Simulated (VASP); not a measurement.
Write the native input for VASP 6.6.1 that does the following.

* Task: single point
* Functional: PBE
* Potentials or basis: VASP PAW PBE potentials, release 64 (Pd)
* Cutoff: 500 eV
* k mesh: 15 × 15 × 4
* Occupations: fermi-dirac, width 0.05 eV
* Spin: collinear spin
* Starting moments: [0.35, 0.35, 0.354, 0.354] μB
* Dipole correction: no
* Further INCAR settings: ALGO = Normal; EDIFF = 1e-06; NBANDS = 32

The structure of Pd lies in POSCAR:

```
Pd
1.0
    2.7026642107      0.0000000000      0.0000000000
   -1.3513321054      2.3405758644      0.0000000000
    0.0000000000      0.0000000000      8.9383368033
Pd
4
Direct
    0.0000000000      1.0000000000      1.0000000000
    0.0000000000      1.0000000000      0.5000000000
    0.3333333333      0.6666666667      0.2500000000
    0.6666666667      0.3333333333      0.7500000000
```

This isn't the form of Pd at room conditions, which is fcc.

One way to write it, as run:

INCAR

```
SYSTEM = Pd
  PREC = Accurate
  ENCUT = 500
  EDIFF = 1E-6
  ISMEAR = -1
  SIGMA = 0.05
  LREAL = .FALSE.
  LASPH = .TRUE.
  NELM = 200
  ALGO = Normal
  ISIF = 2
  LWAVE = .FALSE.
  LCHARG = .TRUE.
  ISPIN = 2
  MAGMOM = 0.35 0.35 0.354 0.354
  LORBIT = 11
  LMAXMIX = 4
  GGA = PE
  LELF = .TRUE.
  LVHAR = .TRUE.
  NBANDS = 32
  GGA_COMPAT = .FALSE.
```

KPOINTS

```
regular mesh
0
G
  15 15 4
  0 0 0
```

Potentials or basis: VASP PAW PBE potentials, release 64 (Pd).

The run is started by

```console
$ cat potpaw_PBE.64/Pd/POTCAR > POTCAR
$ mpirun -np 1 vasp_std > vasp.out
```

Results of the run:

```
Pressure                                              : 17.0 GPa
Band gap on the k mesh                                : zero (filled and empty bands overlap)
Net moment                                            : 0.00 μB per cell
Valence electrons inside the program's atomic spheres : Pd 9.54
```

Caveat: the cell stands under pressure.

It took 5.3 min on 1 thread of Intel(R) Xeon(R) Platinum 8259CL CPU @ 2.50GHz (Skylake/Cascade Lake), on a shared host, peak memory 0.31 GiB.
